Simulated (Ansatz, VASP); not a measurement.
# Au: VASP beside Ansatz

File INCAR:

```
SYSTEM = Au
PREC     = Accurate       ! precision mode
ENCUT    = 520            ! plane-wave cutoff, eV
EDIFF    = 1E-6           ! SCF threshold, eV
ISMEAR   = 0              ! smearing method
SIGMA    = 0.15           ! smearing width, eV
LREAL    = .False.        ! projectors in reciprocal space
LASPH    = .True.         ! aspherical terms in the spheres
NELM     = 100            ! most SCF steps
ALGO     = Fast           ! electronic algorithm
ISIF     = 2              ! what is computed and relaxed
LWAVE    = .False.        ! write WAVECAR
LCHARG   = .False.        ! write CHGCAR
GGA      = PS             ! functional
NBANDS   = 18             ! bands
```

KPOINTS

```
regular mesh
0
Gamma
  24 24 14
  0 0 0
```

Contents of POSCAR:

```
Au
1.0
    2.6252600368      0.0000000000      0.0000000000
   -1.3126300184      2.2735418834      0.0000000000
    0.0000000000      0.0000000000      5.7062415301
Au
2
Direct
    0.3333333333      0.6666666667      0.7500000000
    0.6666666667      0.3333333333      0.2500000000
```

Input for Ansatz:

```yaml
crystal:
  lattice:
    - [2.6252600368, 0.0, 0.0]
    - [-1.3126300184, 2.2735418834, 0.0]
    - [0.0, 0.0, 5.7062415301]
  atoms:
    - { symbol: Au, position: [0.3333333333, 0.6666666667, 0.75] }
    - { symbol: Au, position: [0.6666666667, 0.3333333333, 0.25] }
basis:
  ecutwfc: 420
kpoints:
  mp_grid: { grid: [24, 24, 14] }
hamiltonian:
  xc: pbesol
scf:
  occupations: { method: gaussian, width: 0.15 }
output:
  forces: true
  stress: true
  eigenvalues: true
```

Alike in both runs: task single point; functional PBEsol; k mesh 24 × 24 × 14; occupations gaussian, width 0.15 eV; no spin polarisation.

```csv
,VASP,Ansatz
version,VASP 6.6.1,Ansatz 0.2.0
potentials or method,"VASP PAW PBE potentials, release 64 (Au), cutoff 520 eV","scalar-relativistic, plane waves, PAW"
valence electrons in the cell,22,38
```

VASP gave:

* gap on the k mesh at the Fermi level (eV): none
* pressure (GPa): 19.0
* traceless stress, the component that is largest in VASP (GPa): -21.77

Question: Which values does Ansatz return?

Answer: gap on the k mesh at the Fermi level (eV): none; pressure (GPa): 19.3; traceless stress, the component that is largest in VASP (GPa): -21.89.

VASP's potentials were made for PBE, not for PBEsol. A gap of «none» marks a metal or a gap that the smearing closes. With one functional, cell and mesh, what is left measures potentials, basis and numerics. VASP's potentials hold 22 valence electrons a cell and Ansatz's 38, so a difference there can come from the potentials and not from the codes.

Neither program's run includes spin-orbit coupling.
